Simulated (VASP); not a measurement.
# SnO in VASP: a series of runs

Runs on SnO. Level: PBE+D3(BJ). Tasks: single point.

Everything below comes from runs of VASP 6.6.1. Logs are shortened: lines on timing, memory, paths and dates and some standing lists are left out, and cuts for length are marked.

**1. The cell of the first run**

The cell holds a slab with vacuum, 4 atoms: a = 3.668 Å, b = 3.668 Å, c = 30.634 Å, α = 90.00°, β = 90.00°, γ = 90.00°.

**2. Single point, PBE+D3(BJ) (biaxial strain -0.040, then relaxed in part)**

File INCAR:

```
SYSTEM = SnO
PREC = Accurate ; ENCUT = 520
EDIFF = 1E-6 ; ISMEAR = 0
SIGMA = 0.02 ; LREAL = .False.
LASPH = .True. ; NELM = 80
ALGO = Normal ; ISIF = 2
LWAVE = .False. ; LCHARG = .True.
LDIPOL = .True. ; IDIPOL = 3
DIPOL = 0.5 0.5 0.500 ; GGA = PE
IVDW = 12 ; LELF = .True.
LVHAR = .True. ; LVACPOTAV = .True.
NBANDS = 28
```

File KPOINTS:

```
Automatic mesh
0
Gamma
  6 6 1
  0 0 0
```

File POSCAR:

```
SnO
1.0
    3.6678248677      0.0000050974      0.0000000000
   -0.0000050974      3.6678248677      0.0000000000
    0.0000000000      0.0000000000     30.6344298968
Sn O
2 2
Direct
    0.9998506399      0.9998506398      0.4598740858
    0.4998506398      0.4998506398      0.5401259142
    0.9998506398      0.4998506398      0.5000000000
    0.4998506398      0.9998506399      0.5000000000
```

Potentials or basis: VASP PAW PBE potentials, release 64 (Sn_d, O).

Launch:

```bash
> cat potpaw_PBE.64/Sn_d/POTCAR potpaw_PBE.64/O/POTCAR > POTCAR
> mpirun -np 1 vasp_std > vasp.out
```

OUTCAR:

```text
SYSTEM = SnO
   PREC = Accurate
   ENCUT = 520
   EDIFF = 1E-6
   ISMEAR = 0
   LREAL = .False.
   LASPH = .True.
   NELM = 80
   ISIF = 2
   GGA = PE
   IVDW = 12
 IVDW          = 12

 ion  position               nearest neighbor table
   1  1.000  1.000  0.460-   4 2.21   3 2.21   3 2.21   4 2.21   2 3.57   2 3.57   2 3.57   2 3.57

   2  0.500  0.500  0.540-   4 2.21   3 2.21   3 2.21   4 2.21   1 3.57   1 3.57   1 3.57   1 3.57

   3  1.000  0.500  0.500-   1 2.21   2 2.21   2 2.21   1 2.21
   4  0.500  1.000  0.500-   1 2.21   2 2.21   1 2.21   2 2.21

  LATTYP: Found a simple tetragonal cell.
 ALAT       =     3.6678248677
 C/A-ratio  =     8.3522062808

  Lattice vectors:

 A1 = (   3.6678248677,   0.0000050974,   0.0000000000)
 A2 = (  -0.0000050974,   3.6678248677,   0.0000000000)
 A3 = (   0.0000000000,   0.0000000000,  30.6344298968)

Analysis of symmetry for initial positions (statically):
=====================================================================
 Subroutine PRICEL returns:
 Original cell was already a primitive cell.

 Routine SETGRP: Setting up the symmetry group for a
 simple tetragonal supercell.

 Subroutine GETGRP returns: Found 16 space group operations
 (whereof  2 operations were pure point group operations)
 out of a pool of 16 trial point group operations.

The static configuration has the point symmetry C_1h.
 The point group associated with its full space group is D_4h.

Analysis of symmetry for dynamics (positions and initial velocities):
=====================================================================
 Subroutine PRICEL returns:
 Original cell was already a primitive cell.

 Routine SETGRP: Setting up the symmetry group for a
 simple tetragonal supercell.

 Subroutine GETGRP returns: Found 16 space group operations
 (whereof  2 operations were pure point group operations)
 out of a pool of 16 trial point group operations.

The dynamic configuration has the point symmetry C_1h.
 The point group associated with its full space group is D_4h.

 Subroutine INISYM returns: Found 16 space group operations
 (whereof  2 operations are pure point group operations),
 and found     1 'primitive' translations

----------------------------------------------------------------------------------------

                                     Primitive cell

  volume of cell :     412.1231

  direct lattice vectors                    reciprocal lattice vectors
     3.667824868  0.000005097  0.000000000     0.272641153  0.000000379  0.000000000
    -0.000005097  3.667824868  0.000000000    -0.000000379  0.272641153  0.000000000
     0.000000000  0.000000000 30.634429897     0.000000000  0.000000000  0.032643010

  length of vectors
     3.667824868  3.667824868 30.634429897     0.272641153  0.272641153  0.032643010

  position of ions in fractional coordinates (direct lattice)
     0.999850640  0.999850640  0.459874086
     0.499850640  0.499850640  0.540125914
     0.999850640  0.499850640  0.500000000
     0.499850640  0.999850640  0.500000000

  ion indices of the primitive-cell ions
   primitive index   ion index
                 1           1
                 2           2
                 3           3
                 4           4

----------------------------------------------------------------------------------------

 KPOINTS: Automatic mesh

Automatic generation of k-mesh.
 Grid dimensions read from file:
 generate k-points for:    6    6    1

 Generating k-lattice:

  Cartesian coordinates                     Fractional coordinates (reciprocal lattice)
     0.045440192  0.000000063  0.000000000     0.166666667  0.000000000  0.000000000
    -0.000000063  0.045440192  0.000000000    -0.000000000  0.166666667  0.000000000
     0.000000000  0.000000000  0.032643010     0.000000000  0.000000000  1.000000000

  Length of vectors
     0.045440192  0.045440192  0.032643010

  Shift w.r.t. Gamma in fractional coordinates (k-lattice)
     0.000000000  0.000000000  0.000000000

 Subroutine IBZKPT returns following result:
 ===========================================

 Found     10 irreducible k-points:

 Following reciprocal coordinates:
            Coordinates               Weight
  0.000000  0.000000  0.000000      1.000000
  0.166667  0.000000  0.000000      4.000000
  0.333333  0.000000  0.000000      4.000000
  0.500000  0.000000  0.000000      2.000000
  0.166667  0.166667  0.000000      4.000000
  0.333333  0.166667  0.000000      8.000000
  0.500000  0.166667  0.000000      4.000000
  0.333333  0.333333  0.000000      4.000000
  0.500000  0.333333  0.000000      4.000000
  0.500000  0.500000  0.000000      1.000000
   k-points           NKPTS =     10   k-points in BZ     NKDIM =     10   number of bands    NBANDS=     28
   number of dos      NEDOS =    301   number of ions     NIONS =      4
   total plane-waves  NPLWV = 188160
   dimension x,y,z NGX =    28 NGY =   28 NGZ =  240
   dimension x,y,z NGXF=    56 NGYF=   56 NGZF=  480
   ions per type =               2   2
   NGX,Y,Z   is equivalent  to a cutoff of  12.69, 12.69, 13.02 a.u.
   NGXF,Y,Z  is equivalent  to a cutoff of  25.38, 25.38, 26.05 a.u.
 SYSTEM =  SnO
   PREC   = accura    normal or accurate (medium, high low for compatibility)
   ISTART =      0    job   : 0-new  1-cont  2-samecut
   ICHARG =      2    charge: 1-file 2-atom 10-const
   ISPIN  =      1    spin polarized calculation?
   LNONCOLLINEAR =      F non collinear calculations
   LSORBIT =      F    spin-orbit coupling
   LASPH  =      T    aspherical Exc in radial PAW
   ENCUT  =  520.0 eV  38.22 Ry    6.18 a.u.   6.82  6.82 56.96*2*pi/ulx,y,z
   NELM   =     80;   NELMIN=  2; NELMDL= -5     # of ELM steps
   EDIFF  = 0.1E-05   stopping-criterion for ELM
   LREAL  =      F    real-space projection
   EDIFFG = 0.1E-04   stopping-criterion for IOM
   NSW    =      0    number of steps for IOM
   IBRION =     -1    ionic relax: 0-MD 1-quasi-New 2-CG
   NFREE  =      0    steps in history (QN), initial steepest desc. (CG)
   ISIF   =      2    stress and relaxation
   ISYM   =      2    0-nonsym 1-usesym 2-fastsym
   POTIM  = 0.5000    time-step for ionic-motion
   TEBEG  =    0.0;   TEEND  =   0.0 temperature during run
   PSTRESS=    0.0 pullay stress
   NELECT =      40.0000    total number of electrons
   NUPDOWN=      -1.0000    fix difference up-down
   EMIN   =  10.00;   EMAX   =-10.00  energy-range for DOS
   EFERMI =   0.00;   METHOD = LEGACY
   ISMEAR =     0;   SIGMA  =   0.02  broadening in eV -4-tet -1-fermi 0-gaus
   EFERMI_NEDOS =   21; number of points for ismear=-14 and -15
   IALGO  =     38    algorithm
   IMIX   =      4    mixing-type and parameters
     AMIX     =   0.40;   BMIX     =  1.00
     AMIX_MAG =   1.60;   BMIX_MAG =  1.00
  volume/ion in A,a.u.               =     103.03       695.29
  Fermi-wavevector in a.u.,A,eV,Ry     =   0.752349  1.421733  7.701286  0.566029
  Thomas-Fermi vector in A             =   1.849539
   LORBIT       =      0    0 simple, 1 ext, 2 COOP (PROOUT), +10 PAW based schemes
   GGA     = PE    functional components
   LHFCALC =     F    Hartree Fock is set to
   AEXX    =    0.0000 exact exchange contribution
   IVDW    =    12    specifies the selected vdW correction
   LEPSILON=     F    determine dielectric tensor
   LRPA    =     F    only Hartree local field effects (RPA)
 non-spin polarized calculation
 Gauss-broadening in eV      SIGMA  =   0.02
  energy-cutoff  :      520.00
  volume of cell :      412.12
 maximum number of plane-waves:     11164
 NGX is ok and might be reduce to    28
   NGX = 13   NGY = 13   NGZ =113

 number of electron      39.9999989 magnetization

 dipolmoment           0.000000      0.000000     -0.000000 electrons x Angstroem

 Free energy of the ion-electron system (eV)
  ---------------------------------------------------
  ext. energy  EPLUGINS =         0.00000000
  ---------------------------------------------------
  free energy    TOTEN  =       -22.40714749 eV

  energy without entropy =      -22.40714749  energy(sigma->0) =      -22.40714749

 E-fermi :  -3.5293     XC(G=0):  -2.1974

 val. band max:       -3.6783841570   @ k =   0.3333   0.1667   0.0000
 cond. band min:      -0.5348172515   @ k =   0.5000   0.0000   0.0000
 fundamental gap:      3.1435669055
 Fermi energy:        -3.5292837785

 k-point     1 :       0.0000    0.0000    0.0000
  band No.  band energies     occupation
      1     -24.1601      2.00000
      2     -23.7674      2.00000
      3     -23.6791      2.00000
      4     -23.6791      2.00000
      5     -23.6689      2.00000
      6     -23.6401      2.00000
[... 20 lines left out ...]
     27       2.3313      0.00000
     28       2.3632      0.00000

 k-point     2 :       0.1667    0.0000    0.0000
  band No.  band energies     occupation
      1     -24.1499      2.00000
      2     -23.7721      2.00000
      3     -23.7087      2.00000
      4     -23.6842      2.00000
      5     -23.6837      2.00000
      6     -23.6760      2.00000
[... 20 lines left out ...]
     27       2.6126      0.00000
     28       2.6672      0.00000

 k-point     3 :       0.3333    0.0000    0.0000
  band No.  band energies     occupation
      1     -24.1238      2.00000
      2     -23.9440      2.00000
      3     -23.7040      2.00000
      4     -23.6933      2.00000
      5     -23.6898      2.00000
      6     -23.6893      2.00000
[... 20 lines left out ...]
     27       3.3730      0.00000
     28       3.5045      0.00000

 k-point     4 :       0.5000    0.0000    0.0000
  band No.  band energies     occupation
      1     -24.0673      2.00000
      2     -24.0673      2.00000
      3     -23.6974      2.00000
      4     -23.6974      2.00000
      5     -23.6909      2.00000
      6     -23.6909      2.00000
[... 144 lines left out ...]
     27       4.3823      0.00000
     28       4.4602      0.00000

 k-point     9 :       0.5000    0.3333    0.0000
  band No.  band energies     occupation
      1     -24.1174      2.00000
      2     -24.1174      2.00000
      3     -23.7037      2.00000
      4     -23.7037      2.00000
      5     -23.6649      2.00000
      6     -23.6649      2.00000
[... 20 lines left out ...]
     27       4.4017      0.00000
     28       4.4017      0.00000

 k-point    10 :       0.5000    0.5000    0.0000
  band No.  band energies     occupation
      1     -24.1377      2.00000
      2     -24.1377      2.00000
      3     -23.7087      2.00000
      4     -23.7087      2.00000
      5     -23.6494      2.00000
      6     -23.6494      2.00000
[... 20 lines left out ...]
     27       4.5329      0.00000
     28       4.5329      0.00000

------------------------ aborting loop because EDIFF is reached ----------------------------------------

 Edisp (eV)   -0.59331

 E8    (eV) :    -0.2681

  FORCE on cell =-STRESS in cart. coord.  units (eV):
  Direction    XX          YY          ZZ          XY          YZ          ZX
  --------------------------------------------------------------------------------------
  -------------------------------------------------------------------------------------
  Total       3.19287     3.19287     0.16687     0.00000     0.00000    -0.00000
  in kB      12.41267    12.41267     0.64871     0.00000     0.00000    -0.00000
  external pressure =        8.49 kB  Pullay stress =        0.00 kB

 VOLUME and BASIS-vectors are now :
 -----------------------------------------------------------------------------
  energy-cutoff  :      520.00
  volume of cell :      412.12
      direct lattice vectors                 reciprocal lattice vectors
     3.667824868  0.000005097  0.000000000     0.272641153  0.000000379  0.000000000
    -0.000005097  3.667824868  0.000000000    -0.000000379  0.272641153  0.000000000
     0.000000000  0.000000000 30.634429897     0.000000000  0.000000000  0.032643010

 POSITION                                       TOTAL-FORCE (eV/Angst)
 -----------------------------------------------------------------------------------
      3.66727      3.66728     14.08798        -0.000000     -0.000000     -0.095094
      1.83336      1.83337     16.54645         0.000000      0.000000      0.095094
      3.66727      1.83337     15.31721         0.000000     -0.000000      0.000000
      1.83336      3.66728     15.31721        -0.000000      0.000000      0.000000
 -----------------------------------------------------------------------------------
    total drift:                                0.000008      0.000007     -0.000001

  FREE ENERGIE OF THE ION-ELECTRON SYSTEM (eV)
  ---------------------------------------------------
  free  energy   TOTEN  =       -23.0004585812 eV

  energy  without entropy=      -23.0004585812  energy(sigma->0) =      -23.00045858

 vacuum level on the upper side and lower side of the slab         1.949         1.949
```

Run time: 2 min. Hardware: 1 thread of Intel Xeon Platinum 8488C (Sapphire Rapids), shared host; peak memory 0.46 GiB.

Results:

- Free energy: -23.0005 eV
- Largest force: 0.095 eV/Å
- Band gap on the k mesh: 3.14 eV, indirect (least direct gap 3.25 eV)
- Dispersion energy per atom: -0.148 eV

Forces in eV/Å, atoms in the order of the input:
```
Sn   0.000  0.000 -0.095
Sn   0.000  0.000  0.095
O    0.000  0.000  0.000
O    0.000  0.000  0.000
```

Caveat: the cell differs from its parent crystal (biaxial strain -0.040, then relaxed in part); spin-orbit coupling is left out, which moves the levels of the heavy elements.

(Part 1 of 2 ends here.)
